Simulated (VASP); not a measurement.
Crystal: MgO.

```
Mg O
1.0
     0.00000    2.06097    2.06097
     2.06097    0.00000    2.06097
     2.06097    2.06097    0.00000
Mg O
1 1
Direct
  0.00000 0.00000 0.00000
  0.50000 0.50000 0.50000
```

| Property | Result |
| --- | --- |
| Program | VASP 6.6.1 |
| Task | relaxation of cell and atoms |
| Functional | PBEsol |
| Potentials or basis | VASP PAW PBE potentials, release 64 (Mg, O) |
| Cutoff | 600 eV |
| k mesh | 8 × 8 × 8 |
| Occupations | gaussian, width 0.1 eV |
| Spin | no spin polarisation |

At the start: pressure 11.4 GPa; volume 8.75 Å³/atom.

Problem. How do energy, volume and symmetry change on relaxing?

Solution. Over 3 steps the energy falls by 18.9 meV/atom and the volume is 9.32 Å³/atom (+6.4 %); space group Fm-3m (No. 225, to 0.05 Å).

Step by step:
```csv
step,energy change (eV),largest force (eV/Å),pressure (GPa),volume (Å³)
1,0.0000,0.0000,11.37,17.51
2,-0.0316,0.0000,-3.97,19.13
3,-0.0379,0.0000,0.01,18.63
```

Final structure:
```
Mg O
1.0
     0.00000    2.10420    2.10420
     2.10420    0.00000    2.10420
     2.10420    2.10420    0.00000
Mg O
1 1
Direct
  0.00000 0.00000 0.00000
  0.50000 0.50000 0.50000
```

Caveat: the PAW data sets were made with another functional, which shifts forces and pressure a little.
